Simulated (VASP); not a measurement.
# H (P4/mmm) in VASP: a series of runs

H is run at these levels: PBEsol; tasks: single point.

All numbers are computed with VASP 6.6.1; they aren't measurements. Logs are shortened: lines on timing, memory, paths and dates and some standing lists are left out, and cuts for length are marked.

## Step 1: The cell of the first run

Symmetry: P4/mmm, No. 123, tetragonal system. Conventional cell: a = 2.438 Å, b = 2.438 Å, c = 1.059 Å, α = 90.00°, β = 90.00°, γ = 90.00°. H (site symmetry 4/mmm) has 2 H at 1.06 Å within 1.4 Å.

## Step 2: Single point, PBEsol (strain -0.080 along x and y, +0.080 along z)

INCAR reads:

```
ALGO = Normal ; EDIFF = 1E-7
ENCUT = 520 ; GGA = PS
ISIF = 2 ; ISMEAR = 0
LASPH = T ; LCHARG = F
LREAL = F ; LWAVE = F
NBANDS = 6 ; NELM = 60
PREC = Accurate ; SIGMA = 0.05
```

KPOINTS reads:

```
k-points
0
Gamma
  10 10 26
```

POSCAR reads:

```
H
1.0
    2.4376676398      0.0000000000      0.0000000000
    0.0000000000      2.4376676398      0.0000000000
    0.0000000000      0.0000000000      1.0589323536
H
1
Direct
    0.0000000000      0.0000000000      0.5000000000
```

Potentials or basis: VASP PAW PBE potentials, release 64 (H).

On the command line:

```sh
$ cat potpaw_PBE.64/H/POTCAR > POTCAR
$ mpirun -np 1 vasp_std > vasp.out
```

OUTCAR:

```text
EDIFF = 1E-7
   ENCUT = 520
   GGA = PS
   ISIF = 2
   ISMEAR = 0
   LASPH = T
   LREAL = F
   NELM = 60
   PREC = Accurate

 ion  position               nearest neighbor table
   1  0.000  0.000  0.500-

  LATTYP: Found a simple tetragonal cell.
 ALAT       =     2.4376676398
 C/A-ratio  =     0.4344039098

  Lattice vectors:

 A1 = (   2.4376676398,   0.0000000000,   0.0000000000)
 A2 = (   0.0000000000,   2.4376676398,   0.0000000000)
 A3 = (   0.0000000000,   0.0000000000,   1.0589323536)

Analysis of symmetry for initial positions (statically):
=====================================================================
 Subroutine PRICEL returns:
 Original cell was already a primitive cell.

 Routine SETGRP: Setting up the symmetry group for a
 simple tetragonal supercell.

 Subroutine GETGRP returns: Found 16 space group operations
 (whereof 16 operations were pure point group operations)
 out of a pool of 16 trial point group operations.

The static configuration has the point symmetry D_4h.

Analysis of symmetry for dynamics (positions and initial velocities):
=====================================================================
 Subroutine PRICEL returns:
 Original cell was already a primitive cell.

 Routine SETGRP: Setting up the symmetry group for a
 simple tetragonal supercell.

 Subroutine GETGRP returns: Found 16 space group operations
 (whereof 16 operations were pure point group operations)
 out of a pool of 16 trial point group operations.

The dynamic configuration has the point symmetry D_4h.

 Subroutine INISYM returns: Found 16 space group operations
 (whereof 16 operations are pure point group operations),
 and found     1 'primitive' translations

----------------------------------------------------------------------------------------

                                     Primitive cell

  volume of cell :       6.2924

  direct lattice vectors                    reciprocal lattice vectors
     2.437667640  0.000000000  0.000000000     0.410228197  0.000000000  0.000000000
     0.000000000  2.437667640  0.000000000     0.000000000  0.410228197  0.000000000
     0.000000000  0.000000000  1.058932354     0.000000000  0.000000000  0.944347386

  length of vectors
     2.437667640  2.437667640  1.058932354     0.410228197  0.410228197  0.944347386

  position of ions in fractional coordinates (direct lattice)
     0.000000000  0.000000000  0.500000000

  ion indices of the primitive-cell ions
   primitive index   ion index
                 1           1

----------------------------------------------------------------------------------------

 KPOINTS: k-points

Automatic generation of k-mesh.
 Grid dimensions read from file:
 generate k-points for:   10   10   26

 Generating k-lattice:

  Cartesian coordinates                     Fractional coordinates (reciprocal lattice)
     0.041022820  0.000000000  0.000000000     0.100000000  0.000000000  0.000000000
     0.000000000  0.041022820  0.000000000     0.000000000  0.100000000  0.000000000
     0.000000000  0.000000000  0.036321053     0.000000000  0.000000000  0.038461538

  Length of vectors
     0.041022820  0.041022820  0.036321053

  Shift w.r.t. Gamma in fractional coordinates (k-lattice)
     0.000000000  0.000000000  0.000000000

 Subroutine IBZKPT returns following result:
 ===========================================

 Found    294 irreducible k-points:

 Following reciprocal coordinates:
            Coordinates               Weight
  0.000000  0.000000  0.000000      1.000000
  0.100000  0.000000  0.000000      4.000000
  0.200000  0.000000  0.000000      4.000000
  0.300000  0.000000  0.000000      4.000000
  0.400000  0.000000  0.000000      4.000000
  0.500000  0.000000  0.000000      2.000000
[... 16 lines left out ...]
  0.100000  0.000000  0.038462      8.000000
  0.200000  0.000000  0.038462      8.000000
 [... further k-points ...]
   k-points           NKPTS =    294   k-points in BZ     NKDIM =    294   number of bands    NBANDS=      6
   number of dos      NEDOS =    301   number of ions     NIONS =      1
   total plane-waves  NPLWV =   2592
   dimension x,y,z NGX =    18 NGY =   18 NGZ =    8
   dimension x,y,z NGXF=    36 NGYF=   36 NGZF=   16
   ions per type =               1
   NGX,Y,Z   is equivalent  to a cutoff of  12.28, 12.28, 12.56 a.u.
   NGXF,Y,Z  is equivalent  to a cutoff of  24.55, 24.55, 25.12 a.u.
 SYSTEM =  unknown system
   PREC   = accura    normal or accurate (medium, high low for compatibility)
   ISTART =      0    job   : 0-new  1-cont  2-samecut
   ICHARG =      2    charge: 1-file 2-atom 10-const
   ISPIN  =      1    spin polarized calculation?
   LNONCOLLINEAR =      F non collinear calculations
   LSORBIT =      F    spin-orbit coupling
   LASPH  =      T    aspherical Exc in radial PAW
   ENCUT  =  520.0 eV  38.22 Ry    6.18 a.u.   4.53  4.53  1.97*2*pi/ulx,y,z
   NELM   =     60;   NELMIN=  2; NELMDL= -5     # of ELM steps
   EDIFF  = 0.1E-06   stopping-criterion for ELM
   LREAL  =      F    real-space projection
   EDIFFG = 0.1E-05   stopping-criterion for IOM
   NSW    =      0    number of steps for IOM
   IBRION =     -1    ionic relax: 0-MD 1-quasi-New 2-CG
   NFREE  =      0    steps in history (QN), initial steepest desc. (CG)
   ISIF   =      2    stress and relaxation
   ISYM   =      2    0-nonsym 1-usesym 2-fastsym
   POTIM  = 0.5000    time-step for ionic-motion
   TEBEG  =    0.0;   TEEND  =   0.0 temperature during run
   PSTRESS=    0.0 pullay stress
   NELECT =       1.0000    total number of electrons
   NUPDOWN=      -1.0000    fix difference up-down
   EMIN   =  10.00;   EMAX   =-10.00  energy-range for DOS
   EFERMI =   0.00;   METHOD = LEGACY
   ISMEAR =     0;   SIGMA  =   0.05  broadening in eV -4-tet -1-fermi 0-gaus
   EFERMI_NEDOS =   21; number of points for ismear=-14 and -15
   IALGO  =     38    algorithm
   IMIX   =      4    mixing-type and parameters
     AMIX     =   0.40;   BMIX     =  1.00
     AMIX_MAG =   1.60;   BMIX_MAG =  1.00
  volume/ion in A,a.u.               =       6.29        42.46
  Fermi-wavevector in a.u.,A,eV,Ry     =   0.886753  1.675719 10.698670  0.786330
  Thomas-Fermi vector in A             =   2.007960
   LORBIT       =      0    0 simple, 1 ext, 2 COOP (PROOUT), +10 PAW based schemes
   GGA     = PS    functional components
   LHFCALC =     F    Hartree Fock is set to
   AEXX    =    0.0000 exact exchange contribution
   IVDW    =     0    specifies the selected vdW correction
   LEPSILON=     F    determine dielectric tensor
   LRPA    =     F    only Hartree local field effects (RPA)
 non-spin polarized calculation
 Gauss-broadening in eV      SIGMA  =   0.05
  energy-cutoff  :      520.00
  volume of cell :        6.29
 maximum number of plane-waves:       188
   NGX =  9   NGY =  9   NGZ =  3

 number of electron       0.9999999 magnetization

 Free energy of the ion-electron system (eV)
  ---------------------------------------------------
  ext. energy  EPLUGINS =         0.00000000
  ---------------------------------------------------
  free energy    TOTEN  =        -2.91156636 eV

  energy without entropy =       -2.91154575  energy(sigma->0) =       -2.91155605

 E-fermi :  -1.7933     XC(G=0):  -7.6559

 val. band max:       -1.8722462463   @ k =   0.2000   0.0000   0.2692
 cond. band min:      -1.7092343865   @ k =   0.2000   0.1000   0.2692
 fundamental gap:      0.1630118598
 Fermi energy:        -1.7933066857

 k-point     1 :       0.0000    0.0000    0.0000
  band No.  band energies     occupation
      1     -12.1128      2.00000
      2      11.2002      0.00000
      3      17.4118      0.00000
      4      17.4118      0.00000
      5      20.1145      0.00000
      6      41.4478      0.00000

 k-point     2 :       0.1000    0.0000    0.0000
  band No.  band energies     occupation
      1     -11.9422      2.00000
      2       9.8031      0.00000
      3      16.5519      0.00000
      4      17.6397      0.00000
      5      23.1545      0.00000
      6      37.6537      0.00000

 k-point     3 :       0.2000    0.0000    0.0000
  band No.  band energies     occupation
      1     -11.4578      2.00000
      2       6.9262      0.00000
      3      16.6161      0.00000
      4      18.3110      0.00000
      5      28.3125      0.00000
      6      33.6444      0.00000

 k-point     4 :       0.3000    0.0000    0.0000
  band No.  band energies     occupation
      1     -10.7595      2.00000
      2       4.1407      0.00000
      3      17.3589      0.00000
      4      19.3707      0.00000
      5      30.2035      0.00000
      6      31.0833      0.00000

 k-point     5 :       0.4000    0.0000    0.0000
  band No.  band energies     occupation
      1     -10.0718      2.00000
      2       2.1259      0.00000
      3      18.2828      0.00000
      4      20.6228      0.00000
      5      27.7565      0.00000
      6      28.3238      0.00000

 k-point     6 :       0.5000    0.0000    0.0000
  band No.  band energies     occupation
      1      -9.7656      2.00000
      2       1.3689      0.00000
      3      18.7549      0.00000
      4      21.3344      0.00000
      5      26.7756      0.00000
      6      27.1098      0.00000

 k-point     7 :       0.1000    0.1000    0.0000
  band No.  band energies     occupation
      1     -11.7730      2.00000
      2       9.1719      0.00000
      3      14.0725      0.00000
      4      20.4780      0.00000
      5      24.4366      0.00000
      6      33.5291      0.00000

 k-point     8 :       0.2000    0.1000    0.0000
  band No.  band energies     occupation
      1     -11.2924      2.00000
      2       6.9577      0.00000
      3      13.3117      0.00000
      4      22.1346      0.00000
      5      28.7056      0.00000
      6      29.5099      0.00000
[... 91 lines left out ...]
 k-point    19 :       0.4000    0.4000    0.0000
  band No.  band energies     occupation
      1      -8.3540      2.00000
      2       5.1205      0.00000
      3       6.6608      0.00000
      4      12.5333      0.00000
      5      40.5966      0.00000
      6      45.9215      0.00000

 k-point    20 :       0.5000    0.4000    0.0000
  band No.  band energies     occupation
      1      -8.1165      2.00000
      2       5.0613      0.00000
      3       6.8666      0.00000
      4      11.1643      0.00000
      5      42.3819      0.00000
      6      50.2179      0.00000

 k-point    21 :       0.5000    0.5000    0.0000
  band No.  band energies     occupation
      1      -7.8919      2.00000
      2       6.1606      0.00000
      3       6.1606      0.00000
      4       9.5605      0.00000
      5      45.9176      0.00000
      6      52.0284      0.00000

 k-point    22 :       0.0000    0.0000    0.0385
  band No.  band energies     occupation
      1     -11.9164      2.00000
      2      11.3957      0.00000
      3      17.6102      0.00000
      4      17.6102      0.00000
      5      20.3130      0.00000
      6      41.6433      0.00000

 k-point    23 :       0.1000    0.0000    0.0385
  band No.  band energies     occupation
      1     -11.7458      2.00000
      2       9.9995      0.00000
      3      16.7496      0.00000
      4      17.8381      0.00000
      5      23.3528      0.00000
      6      37.8509      0.00000

 k-point    24 :       0.2000    0.0000    0.0385
  band No.  band energies     occupation
      1     -11.2617      2.00000
      2       7.1233      0.00000
      3      16.8131      0.00000
      4      18.5094      0.00000
      5      28.5104      0.00000
      6      33.8417      0.00000

 [... further k-points ...]

------------------------ aborting loop because EDIFF is reached ----------------------------------------

  FORCE on cell =-STRESS in cart. coord.  units (eV):
  Direction    XX          YY          ZZ          XY          YZ          ZX
  --------------------------------------------------------------------------------------
  -------------------------------------------------------------------------------------
  Total        0.0468557      0.0468557     -0.7902128      0.0000000      0.0000000      0.0000000
  in kB       11.9304307     11.9304307   -201.2043902      0.0000000      0.0000000      0.0000000
  external PRESSURE =     -59.1145096 kB  Pullay stress =       0.0000000 kB

 VOLUME and BASIS-vectors are now :
 -----------------------------------------------------------------------------
  energy-cutoff  :      520.00
  volume of cell :        6.29
      direct lattice vectors                 reciprocal lattice vectors
     2.437667640  0.000000000  0.000000000     0.410228197  0.000000000  0.000000000
     0.000000000  2.437667640  0.000000000     0.000000000  0.410228197  0.000000000
     0.000000000  0.000000000  1.058932354     0.000000000  0.000000000  0.944347386

 POSITION                                       TOTAL-FORCE (eV/Angst)
 -----------------------------------------------------------------------------------
      0.00000      0.00000      0.52947         0.000000      0.000000      0.000000
 -----------------------------------------------------------------------------------
    total drift:                                0.000000      0.000000     -0.000000

  FREE ENERGIE OF THE ION-ELECTRON SYSTEM (eV)
  ---------------------------------------------------
  free  energy   TOTEN  =        -2.9115663551 eV

  energy  without entropy=       -2.9115457502  energy(sigma->0) =       -2.91155605
```

Run time: 5.5 s. Hardware: 1 thread of AMD EPYC 7R13 (Zen 3), shared host; peak memory 0.08 GiB.

What came out:

- Free energy: -2.9116 eV
- Pressure: -5.9 GPa

Stress tensor (GPa, compression positive):
```
  1.19   0.00   0.00
  0.00   1.19   0.00
  0.00   0.00 -20.12
```

Caveat: the cell differs from its parent crystal (strain -0.080 along x and y, +0.080 along z); the PAW data sets were made with another functional, which shifts forces and pressure a little.

## Step 3: Single point, PBEsol (strain -0.040 along x and y, +0.000 along z)

INCAR reads:

```
SYSTEM = H
PREC = Accurate ; ENCUT = 520
EDIFF = 1E-6 ; ISMEAR = 0
SIGMA = 0.05 ; LREAL = .FALSE.
LASPH = .TRUE. ; NELM = 80
ALGO = Normal ; ISIF = 2
LWAVE = .FALSE. ; LCHARG = .FALSE.
GGA = PS ; NBANDS = 6
```

KPOINTS reads:

```
Automatic mesh
0
G
  10 10 26
  0 0 0
```

POSCAR reads:

```
H
1.0
    2.5436531893      0.0000000000      0.0000000000
    0.0000000000      2.5436531893      0.0000000000
    0.0000000000      0.0000000000      0.9804929200
H
1
Direct
    0.0000000000      0.0000000000      0.5000000000
```

Potentials or basis: VASP PAW PBE potentials, release 64 (H).

On the command line:

```sh
$ cat potpaw_PBE.64/H/POTCAR > POTCAR
$ mpirun -np 1 vasp_std > vasp.out
```

It took 5.9 s on 1 thread of AMD EPYC 7R13 (Zen 3), shared host; peak memory 0.08 GiB.

The run converged. Its results:

- Free energy: -2.9430 eV
- Pressure: 2.1 GPa

Stress tensor (GPa, compression positive):
```
2.00 0.00 0.00
0.00 2.00 0.00
0.00 0.00 2.26
```

Levels at points of the mesh, in eV from the Fermi level:
```
           k point  band 1  band 2  band 3  band 4
(0.00, 0.00, 0.00)  -11.33   10.69   16.79   16.79
(0.50, 0.00, 0.00)   -9.52    2.42   17.80   20.18
(0.50, 0.50, 0.00)   -8.08    6.66    6.66   10.17
(0.00, 0.00, 0.50)   23.93   31.00   47.54   52.96
(0.50, 0.00, 0.50)   25.07   33.76   41.37   41.70
(0.50, 0.50, 0.50)   25.97   36.07   45.52   45.52
```

Caveat: the cell differs from its parent crystal (strain -0.040 along x and y, +0.000 along z); the PAW data sets were made with another functional, which shifts forces and pressure a little.

(Part 1 of 2 ends here.)
